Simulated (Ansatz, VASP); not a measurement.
SnO2: VASP beside Ansatz

```
Sn O
1.0
     4.75920    0.00000    0.00000
     0.00000    4.75920    0.00000
     0.00000    0.00000    3.20127
Sn O
2 4
Direct
  0.50000 0.50000 0.50000
  0.00000 0.00000 0.00000
  0.19406 0.80594 0.50000
  0.80594 0.19406 0.50000
  0.30594 0.30594 0.00000
  0.69406 0.69406 0.00000
```

Alike in both runs: task single point; functional r2SCAN; k mesh 6 × 6 × 8; occupations gaussian, width 0.02 eV; no spin polarisation.

|  | VASP | Ansatz |
| --- | --- | --- |
| version | VASP 6.6.1 | Ansatz 0.2.0 |
| potentials or method | VASP PAW PBE potentials, release 64 (Sn_d, O), cutoff 520 eV | scalar-relativistic, plane waves, PAW |
| valence electrons in the cell | 52 | 52 |

```csv
,VASP,Ansatz,Ansatz less VASP
gap on the k mesh at the Fermi level (eV),1.80,1.77,-0.026
least direct gap on the mesh (eV),1.80,1.77,-0.026
pressure (GPa),1.1,0.0,-1.09
"traceless stress, the component that is largest in VASP (GPa)",0.30,-0.04,-0.339
rms of the force components (eV/Å),0.015,0.002,-0.0131
```

VASP's potentials were made for PBE, not for r2SCAN. Atom by atom the forces differ by 0.013 eV/Å (rms over components).
